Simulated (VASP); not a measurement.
# Se (Fd-3m) in VASP: further runs

The runs below take Se through density of states, with PBE.

All numbers are computed with VASP 6.6.1; they aren't measurements. Logs are shortened: lines on timing, memory, paths and dates and some standing lists are left out, and cuts for length are marked.

## Step 1: The cell of the first run

It takes space group Fd-3m (No. 227, cubic). The conventional cell has a = 6.331 Å, b = 6.331 Å, c = 6.331 Å, α = 90.00°, β = 90.00°, γ = 90.00°. Within 3.6 Å of Se (site symmetry -43m) lie 4 Se at 2.74 Å.

## Step 2: Density of states, PBE

The input, POSCAR:

```
Se
1.0
    0.0000000000      3.1656978221      3.1656978221
    3.1656978221      0.0000000000      3.1656978221
    3.1656978221      3.1656978221      0.0000000000
Se
2
Direct
   -0.1250000000     -0.1250000000     -0.1250000000
    0.1250000000      0.1250000000      0.1250000000
```

The input, INCAR.step1:

```
SYSTEM = Se
PREC = Accurate
ENCUT = 520
EDIFF = 1E-7
ISMEAR = -1
SIGMA = 0.1
LREAL = .False.
LASPH = .True.
NELM = 80
ALGO = Normal
ISIF = 2
LWAVE = .False.
LCHARG = .True.
GGA = PE
NBANDS = 13
```

The input, KPOINTS.step1:

```
regular mesh
0
Gamma
  11 11 11
  0 0 0
```

The input, INCAR.step2:

```
SYSTEM = Se
PREC = Accurate
ENCUT = 520
EDIFF = 1E-7
ISMEAR = -5
SIGMA = 0.1
LREAL = .False.
LASPH = .True.
NELM = 80
ALGO = Normal
ISIF = 2
LWAVE = .False.
LCHARG = .False.
GGA = PE
LORBIT = 11
NEDOS = 2001
ICHARG = 11
```

The input, KPOINTS.step2:

```
regular mesh
0
Gamma
  17 17 17
  0 0 0
```

Potentials or basis: VASP PAW PBE potentials, release 64 (Se).

Run with:

```bash
$ cat potpaw_PBE.64/Se/POTCAR > POTCAR
$ cp INCAR.step1 INCAR
$ cp KPOINTS.step1 KPOINTS
$ mpirun -np 1 vasp_std > vasp.out
$ cp INCAR.step2 INCAR
$ cp KPOINTS.step2 KPOINTS
$ mpirun -np 1 vasp_std > vasp.out
```

OUTCAR:

```text
SYSTEM = Se
   PREC = Accurate
   ENCUT = 520
   EDIFF = 1E-7
   ISMEAR = -5
   LREAL = .False.
   LASPH = .True.
   NELM = 80
   ISIF = 2
   GGA = PE
   LORBIT = 11
   ICHARG = 11

 ion  position               nearest neighbor table
   1  0.875  0.875  0.875-   2 2.74   2 2.74   2 2.74   2 2.74
   2  0.125  0.125  0.125-   1 2.74   1 2.74   1 2.74   1 2.74

  LATTYP: Found a face centered cubic cell.
 ALAT       =     6.3313956442

  Lattice vectors:

 A1 = (   0.0000000000,   3.1656978221,   3.1656978221)
 A2 = (   3.1656978221,   0.0000000000,   3.1656978221)
 A3 = (   3.1656978221,   3.1656978221,   0.0000000000)

Analysis of symmetry for initial positions (statically):
=====================================================================
 Subroutine PRICEL returns:
 Original cell was already a primitive cell.

 Routine SETGRP: Setting up the symmetry group for a
 face centered cubic supercell.

 Subroutine GETGRP returns: Found 48 space group operations
 (whereof 12 operations were pure point group operations)
 out of a pool of 48 trial point group operations.

The static configuration has the point symmetry D_3d.
 The point group associated with its full space group is O_h .

Analysis of symmetry for dynamics (positions and initial velocities):
=====================================================================
 Subroutine PRICEL returns:
 Original cell was already a primitive cell.

 Routine SETGRP: Setting up the symmetry group for a
 face centered cubic supercell.

 Subroutine GETGRP returns: Found 48 space group operations
 (whereof 12 operations were pure point group operations)
 out of a pool of 48 trial point group operations.

The dynamic configuration has the point symmetry D_3d.
 The point group associated with its full space group is O_h .

 Subroutine INISYM returns: Found 48 space group operations
 (whereof 12 operations are pure point group operations),
 and found     1 'primitive' translations

----------------------------------------------------------------------------------------

                                     Primitive cell

  volume of cell :      63.4510

  direct lattice vectors                    reciprocal lattice vectors
     0.000000000  3.165697822  3.165697822    -0.157943060  0.157943060  0.157943060
     3.165697822  0.000000000  3.165697822     0.157943060 -0.157943060  0.157943060
     3.165697822  3.165697822  0.000000000     0.157943060  0.157943060 -0.157943060

  length of vectors
     4.476972794  4.476972794  4.476972794     0.273565404  0.273565404  0.273565404

[... 98 lines left out ...]
   EFERMI_NEDOS =   21; number of points for ismear=-14 and -15
   IALGO  =     38    algorithm
   IMIX   =      4    mixing-type and parameters
     AMIX     =   0.40;   BMIX     =  1.00
     AMIX_MAG =   1.60;   BMIX_MAG =  1.00
  volume/ion in A,a.u.               =      31.73       214.09
  Fermi-wavevector in a.u.,A,eV,Ry     =   0.939700  1.775775 12.014430  0.883036
  Thomas-Fermi vector in A             =   2.067038
   LORBIT       =     11    0 simple, 1 ext, 2 COOP (PROOUT), +10 PAW based schemes
   GGA     = PE    functional components
   LHFCALC =     F    Hartree Fock is set to
   AEXX    =    0.0000 exact exchange contribution
   IVDW    =     0    specifies the selected vdW correction
   LEPSILON=     F    determine dielectric tensor
   LRPA    =     F    only Hartree local field effects (RPA)
 non-spin polarized calculation
 Fermi weights with tetrahedron method with Bloechl corrections
  energy-cutoff  :      520.00
  volume of cell :       63.45
 maximum number of plane-waves:      1731
 NGX is ok and might be reduce to    36

 number of electron      11.9999999 magnetization

 Free energy of the ion-electron system (eV)
  ---------------------------------------------------
  ext. energy  EPLUGINS =         0.00000000
  ---------------------------------------------------
  free energy    TOTEN  =        -5.99317900 eV

  energy without entropy =       -5.99317900  energy(sigma->0) =       -5.99317900

 E-fermi :   1.9919     XC(G=0):  -8.1511

 val. band max:        2.0499088720   @ k =  -0.2941   0.1176   0.0000
 cond. band min:       1.9237730526   @ k =  -0.2353   0.1176   0.0000
 fundamental gap:     -0.1261358195
 Fermi energy:         1.9918700421

 k-point     1 :       0.0000    0.0000    0.0000
  band No.  band energies     occupation
      1     -13.2257      2.00000
      2      -8.2472      2.00000
      3      -1.3728      2.00000
      4      -1.3728      2.00000
      5      -1.3728      2.00000
      6       1.2657      2.00000
      7       1.2657      2.00000
      8       1.2657      2.00000
      9       6.4263      0.00000
     10       9.6825      0.00000
[... 287 lines left out ...]
 k-point    24 :      -0.1176    0.0588    0.0000
  band No.  band energies     occupation
      1     -13.0855      2.00000
      2      -8.5812      2.00000
      3      -1.7197      2.00000
      4      -1.4898      2.00000
      5      -1.3571      2.00000
      6       1.4121      2.00000
      7       1.4511      2.00000
      8       1.7474      2.13230
      9       7.0877      0.00000
     10       9.0065      0.00000

 [... further k-points ...]

------------------------ aborting loop because EDIFF is reached ----------------------------------------

  FORCE on cell =-STRESS in cart. coord.  units (eV):
  Direction    XX          YY          ZZ          XY          YZ          ZX
  --------------------------------------------------------------------------------------
  -------------------------------------------------------------------------------------
  Total        0.0440864      0.0440864      0.0440864      0.0000000      0.0000000      0.0000000
  in kB        1.1132104      1.1132104      1.1132104      0.0000000      0.0000000      0.0000000
  external PRESSURE =       1.1132104 kB  Pullay stress =       0.0000000 kB

 VOLUME and BASIS-vectors are now :
 -----------------------------------------------------------------------------
  energy-cutoff  :      520.00
  volume of cell :       63.45
      direct lattice vectors                 reciprocal lattice vectors
     0.000000000  3.165697822  3.165697822    -0.157943060  0.157943060  0.157943060
     3.165697822  0.000000000  3.165697822     0.157943060 -0.157943060  0.157943060
     3.165697822  3.165697822  0.000000000     0.157943060  0.157943060 -0.157943060

 POSITION                                       TOTAL-FORCE (eV/Angst)
 -----------------------------------------------------------------------------------
      5.53997      5.53997      5.53997        -0.000000      0.000000     -0.000000
      0.79142      0.79142      0.79142         0.000000     -0.000000      0.000000
 -----------------------------------------------------------------------------------
    total drift:                               -0.000000      0.000000      0.000000

  FREE ENERGIE OF THE ION-ELECTRON SYSTEM (eV)
  ---------------------------------------------------
  free  energy   TOTEN  =        -5.9931789981 eV

  energy  without entropy=       -5.9931789981  energy(sigma->0) =       -5.99317900

 total charge

# of ion       s       p       d       tot
------------------------------------------
    1        1.550   2.057   0.036   3.643
    2        1.550   2.057   0.036   3.643
--------------------------------------------------
tot          3.100   4.113   0.072   7.286
```

OUTCAR.step1:

```text
SYSTEM = Se
   PREC = Accurate
   ENCUT = 520
   EDIFF = 1E-7
   ISMEAR = -1
   LREAL = .False.
[... 608 lines left out ...]
      5.53997      5.53997      5.53997         0.000000     -0.000000      0.000000
      0.79142      0.79142      0.79142        -0.000000      0.000000     -0.000000
 -----------------------------------------------------------------------------------
    total drift:                               -0.000000      0.000000      0.000000

  FREE ENERGIE OF THE ION-ELECTRON SYSTEM (eV)
  ---------------------------------------------------
  free  energy   TOTEN  =        -6.0227604025 eV

  energy  without entropy=       -5.9669993601  energy(sigma->0) =       -5.99487988
```

Wall time 2 min (1 thread of Intel Xeon Platinum 8375C at 2.90GHz (Ice Lake), shared host); peak memory 0.25 GiB.

Results:

- Valence electrons inside the program's atomic spheres: Se 3.64

Caveat: tetrahedron occupations give inexact forces and stress in metals.

## Step 3: Density of states, PBE

The input, POSCAR:

```
Se
1.0
    0.0000000000      3.1656978225      3.1656978225
    3.1656978225      0.0000000000      3.1656978225
    3.1656978225      3.1656978225      0.0000000000
Se
2
Direct
   -0.1250000000     -0.1250000000     -0.1250000000
    0.1250000000      0.1250000000      0.1250000000
```

The input, INCAR.step1:

```
  PREC = Accurate
  ENCUT = 520
  EDIFF = 1E-6
  ISMEAR = -1
  SIGMA = 0.1
  LREAL = False
  LASPH = True
  NELM = 60
  ALGO = Normal
  ISIF = 2
  LWAVE = False
  LCHARG = True
  GGA = PE
  NBANDS = 13
```

The input, KPOINTS.step1:

```
regular mesh
0
Gamma
  11 11 11
```

The input, INCAR.step2:

```
  PREC = Accurate
  ENCUT = 520
  EDIFF = 1E-6
  ISMEAR = -5
  SIGMA = 0.1
  LREAL = False
  LASPH = True
  NELM = 60
  ALGO = Normal
  ISIF = 2
  LWAVE = False
  LCHARG = False
  GGA = PE
  LORBIT = 11
  NBANDS = 13
  NEDOS = 2001
  ICHARG = 11
```

The input, KPOINTS.step2:

```
regular mesh
0
Gamma
  17 17 17
```

Potentials or basis: VASP PAW PBE potentials, release 64 (Se).

Run with:

```bash
$ cat potpaw_PBE.64/Se/POTCAR > POTCAR
$ cp INCAR.step1 INCAR
$ cp KPOINTS.step1 KPOINTS
$ mpirun -np 1 vasp_std > vasp.out
$ cp INCAR.step2 INCAR
$ cp KPOINTS.step2 KPOINTS
$ mpirun -np 1 vasp_std > vasp.out
```

OUTCAR:

```text
PREC = Accurate
   ENCUT = 520
   EDIFF = 1E-6
   ISMEAR = -5
   LREAL = False
   LASPH = True
   NELM = 60
   ISIF = 2
   GGA = PE
   LORBIT = 11
   ICHARG = 11

 ion  position               nearest neighbor table
   1  0.875  0.875  0.875-   2 2.74   2 2.74   2 2.74   2 2.74
   2  0.125  0.125  0.125-   1 2.74   1 2.74   1 2.74   1 2.74

  LATTYP: Found a face centered cubic cell.
[... 584 lines left out ...]
  -------------------------------------------------------------------------------------
  Total        0.0442561      0.0442561      0.0442561      0.0000000     -0.0000000     -0.0000000
  in kB        1.1174939      1.1174939      1.1174939      0.0000000     -0.0000000     -0.0000000
  external PRESSURE =       1.1174939 kB  Pullay stress =       0.0000000 kB

 VOLUME and BASIS-vectors are now :
 -----------------------------------------------------------------------------
  energy-cutoff  :      520.00
  volume of cell :       63.45
      direct lattice vectors                 reciprocal lattice vectors
     0.000000000  3.165697822  3.165697822    -0.157943060  0.157943060  0.157943060
     3.165697822  0.000000000  3.165697822     0.157943060 -0.157943060  0.157943060
     3.165697822  3.165697822  0.000000000     0.157943060  0.157943060 -0.157943060

 POSITION                                       TOTAL-FORCE (eV/Angst)
 -----------------------------------------------------------------------------------
      5.53997      5.53997      5.53997        -0.000000     -0.000000     -0.000000
      0.79142      0.79142      0.79142         0.000000      0.000000      0.000000
 -----------------------------------------------------------------------------------
    total drift:                                0.000000      0.000000      0.000000

  FREE ENERGIE OF THE ION-ELECTRON SYSTEM (eV)
  ---------------------------------------------------
  free  energy   TOTEN  =        -5.9931790400 eV

  energy  without entropy=       -5.9931790400  energy(sigma->0) =       -5.99317904

 total charge

# of ion       s       p       d       tot
------------------------------------------
    1        1.550   2.057   0.036   3.643
    2        1.550   2.057   0.036   3.643
--------------------------------------------------
tot          3.100   4.113   0.072   7.286
```

OUTCAR.step1:

```text
PREC = Accurate
   ENCUT = 520
   EDIFF = 1E-6
   ISMEAR = -1
   LREAL = False
[... 608 lines left out ...]
      5.53997      5.53997      5.53997        -0.000000     -0.000000     -0.000000
      0.79142      0.79142      0.79142         0.000000      0.000000      0.000000
 -----------------------------------------------------------------------------------
    total drift:                               -0.000000      0.000000      0.000000

  FREE ENERGIE OF THE ION-ELECTRON SYSTEM (eV)
  ---------------------------------------------------
  free  energy   TOTEN  =        -6.0227604087 eV

  energy  without entropy=       -5.9669993681  energy(sigma->0) =       -5.99487989
```

OSZICAR.step1:

```text
N       E                     dE             d eps       ncg     rms          rms(c)
DAV:   1     0.495788975380E+02    0.49579E+02   -0.47458E+03  1456   0.752E+02
DAV:   2    -0.263530192681E+01   -0.52214E+02   -0.49287E+02  2007   0.121E+02
DAV:   3    -0.599401782869E+01   -0.33587E+01   -0.33191E+01  1826   0.336E+01
DAV:   4    -0.602322984033E+01   -0.29212E-01   -0.29203E-01  1721   0.371E+00
DAV:   5    -0.602343906776E+01   -0.20923E-03   -0.20922E-03  1866   0.324E-01    0.529E+00
DAV:   6    -0.602291983226E+01    0.51924E-03   -0.11512E-03  1801   0.263E-01    0.316E+00
DAV:   7    -0.602267839525E+01    0.24144E-03   -0.29813E-03  1731   0.406E-01    0.469E-02
DAV:   8    -0.602274455955E+01   -0.66164E-04   -0.82984E-05  1781   0.558E-02    0.160E-02
DAV:   9    -0.602275849847E+01   -0.13939E-04   -0.12372E-05  1716   0.229E-02    0.529E-03
DAV:  10    -0.602275981078E+01   -0.13123E-05   -0.90097E-07  1620   0.526E-03    0.291E-03
DAV:  11    -0.602276040867E+01   -0.59789E-06   -0.53825E-07  1272   0.420E-03
   1 F= -.60227604E+01 E0= -.59948799E+01  d E =-.557610E-01
```

Wall time 83 s (1 thread of Intel Xeon Platinum 8375C at 2.90GHz (Ice Lake), shared host); peak memory 0.26 GiB.

What came out:

- Valence electrons inside the program's atomic spheres: Se 3.64

Levels at points of the mesh, in eV from the Fermi level:
| k point | band 2 | band 3 | band 4 | band 5 | band 6 | band 7 | band 8 | band 9 | band 10 | band 11 |
| --- | --- | --- | --- | --- | --- | --- | --- | --- | --- | --- |
| (0.00, 0.00, 0.00) | -10.24 | -3.36 | -3.36 | -3.36 | -0.73 | -0.73 | -0.73 | 4.43 | 7.69 | 7.69 |

Caveat: tetrahedron occupations give inexact forces and stress in metals.

## Step 4: Density of states, PBE (volume scaled by 0.4)

The input, POSCAR:

```
Se
1.0
    0.0000000000      2.3325060983      2.3325060983
    2.3325060983      0.0000000000      2.3325060983
    2.3325060983      2.3325060983      0.0000000000
Se
2
Direct
   -0.1250000000     -0.1250000000     -0.1250000000
    0.1250000000      0.1250000000      0.1250000000
```

The input, INCAR.step1:

```
SYSTEM = Se
  PREC = Accurate
  ENCUT = 520
  EDIFF = 1E-6
  ISMEAR = -1
  SIGMA = 0.1
  LREAL = .False.
  LASPH = .True.
  NELM = 80
  ALGO = Normal
  ISIF = 2
  LWAVE = .False.
  LCHARG = .True.
  GGA = PE
  NBANDS = 13
```

The input, KPOINTS.step1:

```
regular mesh
0
Gamma
  11 11 11
  0 0 0
```

The input, INCAR.step2:

```
SYSTEM = Se
  PREC = Accurate
  ENCUT = 520
  EDIFF = 1E-6
  ISMEAR = -5
  SIGMA = 0.1
  LREAL = .False.
  LASPH = .True.
  NELM = 80
  ALGO = Normal
  ISIF = 2
  LWAVE = .False.
  LCHARG = .False.
  GGA = PE
  LORBIT = 11
  NBANDS = 13
  NEDOS = 2001
  ICHARG = 11
```

The input, KPOINTS.step2:

```
regular mesh
0
Gamma
  17 17 17
  0 0 0
```

Run with:

```bash
$ cat potpaw_PBE.64/Se/POTCAR > POTCAR
$ cp INCAR.step1 INCAR
$ cp KPOINTS.step1 KPOINTS
$ mpirun -np 1 vasp_std > vasp.out
$ cp INCAR.step2 INCAR
$ cp KPOINTS.step2 KPOINTS
$ mpirun -np 1 vasp_std > vasp.out
```

Wall time 22 s (1 thread of Intel Xeon 6975P-C (Granite Rapids), shared host); peak memory 0.17 GiB.

It converged, with:

| Quantity | Value |
| --- | --- |
| Valence electrons inside the program's atomic spheres | Se 4.66 |

Levels at points of the mesh, in eV from the Fermi level:
| k point | band 4 | band 5 | band 6 | band 7 | band 8 | band 9 |
| --- | --- | --- | --- | --- | --- | --- |
| (0.00, 0.00, 0.00) | -6.81 | -3.74 | -2.53 | -2.53 | -2.53 | 4.70 |

Caveat: tetrahedron occupations give inexact forces and stress in metals.
